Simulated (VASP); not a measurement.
WS2: single point with PBE+D3(BJ)

WS2:

```
CELL_PARAMETERS angstrom
3.15407 0.00000 0.00000
-1.57703 2.73150 0.00000
0.00000 0.00000 12.14275
ATOMIC_POSITIONS crystal
W 0.33333 0.66667 0.74993
W 0.66667 0.33333 0.25007
S 0.33333 0.66667 0.12038
S 0.66667 0.33333 0.62024
S 0.33333 0.66667 0.37976
S 0.66667 0.33333 0.87962
```

```json
{
 "Program": "VASP 6.6.1",
 "Task": "single point",
 "Functional": "PBE",
 "Dispersion": "D3(BJ)",
 "Potentials or basis": "VASP PAW PBE potentials, release 64 (W_sv, S)",
 "Cutoff": "500 eV",
 "k mesh": "12 × 12 × 4",
 "Occupations": "gaussian, width 0.02 eV",
 "Spin": "no spin polarisation"
}
```

```yaml
Pressure: -0.1 GPa
Band_gap_on_the_k_mesh: 0.91 eV, indirect (least direct gap 1.83 eV)
Dispersion_energy_per_atom: -0.435 eV
```

Forces on the atoms (eV/Å):
```
W    0.000  0.000  0.001
W    0.000  0.000 -0.001
S    0.000  0.000 -0.002
S    0.000  0.000 -0.001
S    0.000  0.000  0.001
S    0.000  0.000  0.002
```

Levels at points of the mesh, in eV from the valence-band top:
```tsv
k point	band 22	band 23	band 24	band 25	band 26	band 27	band 28	band 29	band 30	band 31
(0.00, 0.00, 0.00)	-2.20	-2.20	-1.42	-1.28	0.00	2.26	2.26	2.28	2.28	2.28
(0.50, 0.00, 0.00)	-2.80	-2.03	-1.78	-1.78	-1.56	2.29	2.34	2.55	2.88	3.07
(0.00, 0.00, 0.50)	-2.24	-2.24	-2.24	-0.31	-0.31	2.25	2.25	2.25	2.25	2.42
(0.50, 0.00, 0.50)	-2.96	-1.90	-1.90	-1.65	-1.65	2.31	2.31	2.75	2.75	3.40
```

Wall time 6.2 min on 1 thread of Intel Xeon 8259CL, with other jobs on the host, peak memory 0.35 GiB.

Caveat: spin-orbit coupling is left out, which moves the levels of the heavy elements. PBE gaps usually lie below the measured ones, often by a third to a half.
